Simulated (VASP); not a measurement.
# SrO (sol) (Fm-3m) in VASP: single point with PBEsol

Aim: the single point of SrO (sol) with PBEsol.

Program: VASP 6.6.1. These are calculated values, not measurements. Logs are shortened: lines on timing, memory, paths and dates and some standing lists are left out, and cuts for length are marked.

**1. The cell of the first run**

The structure is cubic, space group Fm-3m (No. 225). Conventional cell: a = 5.123 Å, b = 5.123 Å, c = 5.123 Å, α = 90.00°, β = 90.00°, γ = 90.00°. Within 3.4 Å of Sr (site symmetry m-3m) lie 6 O at 2.56 Å. O (site symmetry m-3m) has 6 Sr at 2.56 Å within 3.4 Å.

**2. Single point, PBEsol**

The input, INCAR:

```
ALGO = Normal ; EDIFF = 1E-6
ENCUT = 600 ; GGA = PS
GGA_COMPAT = F ; ISIF = 2
ISMEAR = 0 ; LASPH = T
LCHARG = F ; LREAL = F
LWAVE = F ; NBANDS = 15
NELM = 120 ; PREC = Accurate
SIGMA = 0.02
```

The input, KPOINTS:

```
k-points
0
Gamma
  8 8 8
```

The input, POSCAR:

```
SrO
1.0
    0.0000000000      2.5613370480      2.5613370480
    2.5613370480      0.0000000000      2.5613370480
    2.5613370480      2.5613370480      0.0000000000
Sr O
1 1
Direct
    0.0000000000      0.0000000000      0.0000000000
    0.5000000000      0.5000000000      0.5000000000
```

Potentials or basis: VASP PAW PBE potentials, release 64 (Sr_sv, O).

Started as:

```
> cat potpaw_PBE.64/Sr_sv/POTCAR potpaw_PBE.64/O/POTCAR > POTCAR
> mpirun -np 1 vasp_std > vasp.out
```

OUTCAR:

```text
EDIFF = 1E-6
   ENCUT = 600
   GGA = PS
   ISIF = 2
   ISMEAR = 0
   LASPH = T
   LREAL = F
   NELM = 120
   PREC = Accurate

 ion  position               nearest neighbor table
   1  0.000  0.000  0.000-   2 2.56   2 2.56   2 2.56   2 2.56   2 2.56   2 2.56
   2  0.500  0.500  0.500-   1 2.56   1 2.56   1 2.56   1 2.56   1 2.56   1 2.56

  LATTYP: Found a face centered cubic cell.
 ALAT       =     5.1226740960

  Lattice vectors:

 A1 = (   0.0000000000,   2.5613370480,   2.5613370480)
 A2 = (   2.5613370480,   0.0000000000,   2.5613370480)
 A3 = (   2.5613370480,   2.5613370480,   0.0000000000)

Analysis of symmetry for initial positions (statically):
=====================================================================
 Subroutine PRICEL returns:
 Original cell was already a primitive cell.

 Routine SETGRP: Setting up the symmetry group for a
 face centered cubic supercell.

 Subroutine GETGRP returns: Found 48 space group operations
 (whereof 48 operations were pure point group operations)
 out of a pool of 48 trial point group operations.

The static configuration has the point symmetry O_h .

Analysis of symmetry for dynamics (positions and initial velocities):
=====================================================================
 Subroutine PRICEL returns:
 Original cell was already a primitive cell.

 Routine SETGRP: Setting up the symmetry group for a
 face centered cubic supercell.

 Subroutine GETGRP returns: Found 48 space group operations
 (whereof 48 operations were pure point group operations)
 out of a pool of 48 trial point group operations.

The dynamic configuration has the point symmetry O_h .

 Subroutine INISYM returns: Found 48 space group operations
 (whereof 48 operations are pure point group operations),
 and found     1 'primitive' translations

----------------------------------------------------------------------------------------

                                     Primitive cell

  volume of cell :      33.6070

  direct lattice vectors                    reciprocal lattice vectors
     0.000000000  2.561337048  2.561337048    -0.195210545  0.195210545  0.195210545
     2.561337048  0.000000000  2.561337048     0.195210545 -0.195210545  0.195210545
     2.561337048  2.561337048  0.000000000     0.195210545  0.195210545 -0.195210545

  length of vectors
     3.622277591  3.622277591  3.622277591     0.338114581  0.338114581  0.338114581

  position of ions in fractional coordinates (direct lattice)
     0.000000000  0.000000000  0.000000000
     0.500000000  0.500000000  0.500000000

  ion indices of the primitive-cell ions
   primitive index   ion index
                 1           1
                 2           2

----------------------------------------------------------------------------------------

 KPOINTS: k-points

Automatic generation of k-mesh.
 Grid dimensions read from file:
 generate k-points for:    8    8    8

 Generating k-lattice:

  Cartesian coordinates                     Fractional coordinates (reciprocal lattice)
    -0.024401318  0.024401318  0.024401318     0.125000000  0.000000000  0.000000000
     0.024401318 -0.024401318  0.024401318     0.000000000  0.125000000  0.000000000
     0.024401318  0.024401318 -0.024401318     0.000000000  0.000000000  0.125000000

  Length of vectors
     0.042264323  0.042264323  0.042264323

  Shift w.r.t. Gamma in fractional coordinates (k-lattice)
     0.000000000  0.000000000  0.000000000

 Subroutine IBZKPT returns following result:
 ===========================================

 Found     29 irreducible k-points:

 Following reciprocal coordinates:
            Coordinates               Weight
  0.000000  0.000000  0.000000      1.000000
  0.125000  0.000000  0.000000      8.000000
  0.250000  0.000000  0.000000      8.000000
  0.375000  0.000000  0.000000      8.000000
  0.500000  0.000000  0.000000      4.000000
  0.125000  0.125000  0.000000      6.000000
[... 16 lines left out ...]
  0.500000  0.250000  0.125000     48.000000
 -0.375000  0.250000  0.125000     24.000000
 [... further k-points ...]
   k-points           NKPTS =     29   k-points in BZ     NKDIM =     29   number of bands    NBANDS=     15
   number of dos      NEDOS =    301   number of ions     NIONS =      2
   total plane-waves  NPLWV =  27000
   dimension x,y,z NGX =    30 NGY =   30 NGZ =   30
   dimension x,y,z NGXF=    60 NGYF=   60 NGZF=   60
   ions per type =               1   1
   NGX,Y,Z   is equivalent  to a cutoff of  13.77, 13.77, 13.77 a.u.
   NGXF,Y,Z  is equivalent  to a cutoff of  27.54, 27.54, 27.54 a.u.
 SYSTEM =  unknown system
   PREC   = accura    normal or accurate (medium, high low for compatibility)
   ISTART =      0    job   : 0-new  1-cont  2-samecut
   ICHARG =      2    charge: 1-file 2-atom 10-const
   ISPIN  =      1    spin polarized calculation?
   LNONCOLLINEAR =      F non collinear calculations
   LSORBIT =      F    spin-orbit coupling
   LASPH  =      T    aspherical Exc in radial PAW
   ENCUT  =  600.0 eV  44.10 Ry    6.64 a.u.   7.23  7.23  7.23*2*pi/ulx,y,z
   NELM   =    120;   NELMIN=  2; NELMDL= -5     # of ELM steps
   EDIFF  = 0.1E-05   stopping-criterion for ELM
   LREAL  =      F    real-space projection
   EDIFFG = 0.1E-04   stopping-criterion for IOM
   NSW    =      0    number of steps for IOM
   IBRION =     -1    ionic relax: 0-MD 1-quasi-New 2-CG
   NFREE  =      0    steps in history (QN), initial steepest desc. (CG)
   ISIF   =      2    stress and relaxation
   ISYM   =      2    0-nonsym 1-usesym 2-fastsym
   POTIM  = 0.5000    time-step for ionic-motion
   TEBEG  =    0.0;   TEEND  =   0.0 temperature during run
   PSTRESS=    0.0 pullay stress
   NELECT =      16.0000    total number of electrons
   NUPDOWN=      -1.0000    fix difference up-down
   EMIN   =  10.00;   EMAX   =-10.00  energy-range for DOS
   EFERMI =   0.00;   METHOD = LEGACY
   ISMEAR =     0;   SIGMA  =   0.02  broadening in eV -4-tet -1-fermi 0-gaus
   EFERMI_NEDOS =   21; number of points for ismear=-14 and -15
   IALGO  =     38    algorithm
   IMIX   =      4    mixing-type and parameters
     AMIX     =   0.40;   BMIX     =  1.00
     AMIX_MAG =   1.60;   BMIX_MAG =  1.00
  volume/ion in A,a.u.               =      16.80       113.40
  Fermi-wavevector in a.u.,A,eV,Ry     =   1.278316  2.415666 22.233155  1.634091
  Thomas-Fermi vector in A             =   2.410865
   LORBIT       =      0    0 simple, 1 ext, 2 COOP (PROOUT), +10 PAW based schemes
   GGA     = PS    functional components
   LHFCALC =     F    Hartree Fock is set to
   AEXX    =    0.0000 exact exchange contribution
   IVDW    =     0    specifies the selected vdW correction
   LEPSILON=     F    determine dielectric tensor
   LRPA    =     F    only Hartree local field effects (RPA)
 non-spin polarized calculation
 Gauss-broadening in eV      SIGMA  =   0.02
  energy-cutoff  :      600.00
  volume of cell :       33.61
 maximum number of plane-waves:      1139
 NGX is ok and might be reduce to    30
   NGX = 15   NGY = 15   NGZ = 15

 number of electron      15.9999997 magnetization

 Free energy of the ion-electron system (eV)
  ---------------------------------------------------
  ext. energy  EPLUGINS =         0.00000000
  ---------------------------------------------------
  free energy    TOTEN  =       -12.64060365 eV

  energy without entropy =      -12.64060365  energy(sigma->0) =      -12.64060365

 E-fermi :   1.6415     XC(G=0): -10.3314

 val. band max:        1.5408571895   @ k =   0.0000   0.0000   0.0000
 cond. band min:       4.6889942085   @ k =   0.5000   0.5000   0.0000
 fundamental gap:      3.1481370190
 Fermi energy:         1.6414522933

 k-point     1 :       0.0000    0.0000    0.0000
  band No.  band energies     occupation
      1     -30.6565      2.00000
      2     -13.4712      2.00000
      3     -12.2971      2.00000
      4     -12.2971      2.00000
      5     -12.2971      2.00000
      6       1.5409      2.00000
      7       1.5409      2.00000
      8       1.5409      2.00000
      9       5.4442      0.00000
     10       7.7275      0.00000
     11       7.7275      0.00000
     12       7.7275      0.00000
     13       9.9484      0.00000
     14       9.9484      0.00000
     15      14.0805      0.00000

 k-point     2 :       0.1250    0.0000    0.0000
  band No.  band energies     occupation
      1     -30.6350      2.00000
      2     -13.8376      2.00000
      3     -12.3099      2.00000
      4     -12.3099      2.00000
      5     -11.9830      2.00000
      6       1.0684      2.00000
      7       1.3363      2.00000
      8       1.3363      2.00000
      9       6.1591      0.00000
     10       7.5643      0.00000
     11       8.0410      0.00000
     12       8.0410      0.00000
     13      10.3685      0.00000
     14      10.3685      0.00000
     15      15.1121      0.00000

 k-point     3 :       0.2500    0.0000    0.0000
  band No.  band energies     occupation
      1     -30.5826      2.00000
      2     -14.4222      2.00000
      3     -12.3406      2.00000
      4     -12.3406      2.00000
      5     -11.5251      2.00000
      6       0.2149      2.00000
      7       0.8959      2.00000
      8       0.8959      2.00000
      9       7.4900      0.00000
     10       7.7171      0.00000
     11       8.8939      0.00000
     12       8.8939      0.00000
     13      11.4164      0.00000
     14      11.4164      0.00000
     15      17.1958      0.00000

 k-point     4 :       0.3750    0.0000    0.0000
  band No.  band energies     occupation
      1     -30.5294      2.00000
      2     -14.8623      2.00000
      3     -12.3706      2.00000
      4     -12.3706      2.00000
      5     -11.2119      2.00000
      6      -0.4573      2.00000
      7       0.5115      2.00000
      8       0.5115      2.00000
      9       7.8316      0.00000
     10       9.2319      0.00000
     11       9.9403      0.00000
     12       9.9403      0.00000
     13      12.7202      0.00000
     14      12.7202      0.00000
     15      17.1366      0.00000
[... 307 lines left out ...]
 k-point    22 :       0.3750    0.2500    0.1250
  band No.  band energies     occupation
      1     -30.5445      2.00000
      2     -14.4474      2.00000
      3     -12.5744      2.00000
      4     -12.4041      2.00000
      5     -11.5707      2.00000
      6       0.0291      2.00000
      7       0.8202      2.00000
      8       1.2610      2.00000
      9       6.5267      0.00000
     10       8.0498      0.00000
     11       9.7929      0.00000
     12      10.1667      0.00000
     13      11.5790      0.00000
     14      12.3986      0.00000
     15      18.1363      0.00000

 k-point    23 :       0.5000    0.2500    0.1250
  band No.  band energies     occupation
      1     -30.5023      2.00000
      2     -14.6231      2.00000
      3     -12.6877      2.00000
      4     -12.4838      2.00000
      5     -11.4995      2.00000
      6      -0.0443      2.00000
      7       0.5794      2.00000
      8       1.0109      2.00000
      9       7.0451      0.00000
     10       8.6991      0.00000
     11      10.5060      0.00000
     12      10.6729      0.00000
     13      12.7229      0.00000
     14      13.6658      0.00000
     15      15.8506      0.00000

 k-point    24 :      -0.3750    0.2500    0.1250
  band No.  band energies     occupation
      1     -30.4846      2.00000
      2     -14.6928      2.00000
      3     -12.7121      2.00000
      4     -12.5425      2.00000
      5     -11.4702      2.00000
      6      -0.0840      2.00000
      7       0.6542      2.00000
      8       0.7383      2.00000
      9       7.8783      0.00000
     10       8.2306      0.00000
     11      10.9132      0.00000
     12      11.1115      0.00000
     13      13.2724      0.00000
     14      14.5452      0.00000
     15      14.9168      0.00000

 [... further k-points ...]

------------------------ aborting loop because EDIFF is reached ----------------------------------------

  FORCE on cell =-STRESS in cart. coord.  units (eV):
  Direction    XX          YY          ZZ          XY          YZ          ZX
  --------------------------------------------------------------------------------------
  -------------------------------------------------------------------------------------
  Total        0.1142598      0.1142598      0.1142598      0.0000000      0.0000000     -0.0000000
  in kB        5.4472073      5.4472073      5.4472073      0.0000000      0.0000000     -0.0000000
  external PRESSURE =       5.4472073 kB  Pullay stress =       0.0000000 kB

 VOLUME and BASIS-vectors are now :
 -----------------------------------------------------------------------------
  energy-cutoff  :      600.00
  volume of cell :       33.61
      direct lattice vectors                 reciprocal lattice vectors
     0.000000000  2.561337048  2.561337048    -0.195210545  0.195210545  0.195210545
     2.561337048  0.000000000  2.561337048     0.195210545 -0.195210545  0.195210545
     2.561337048  2.561337048  0.000000000     0.195210545  0.195210545 -0.195210545

 POSITION                                       TOTAL-FORCE (eV/Angst)
 -----------------------------------------------------------------------------------
      0.00000      0.00000      0.00000         0.000000      0.000000     -0.000000
      2.56134      2.56134      2.56134        -0.000000     -0.000000      0.000000
 -----------------------------------------------------------------------------------
    total drift:                                0.000000      0.000000      0.000000

  FREE ENERGIE OF THE ION-ELECTRON SYSTEM (eV)
  ---------------------------------------------------
  free  energy   TOTEN  =       -12.6406036483 eV

  energy  without entropy=      -12.6406036483  energy(sigma->0) =      -12.64060365
```

Wall time 20 s (1 thread of Intel Xeon 6975P-C, shared host); peak memory 0.17 GiB.

Results:

```yaml
Free_energy: -12.6406 eV
Pressure: 0.5 GPa
Band_gap_on_the_k_mesh: 3.15 eV, indirect (least direct gap 3.23 eV)
```

Caveat: the PAW data sets were made with another functional, which shifts forces and pressure a little. A k mesh can miss the band edges.
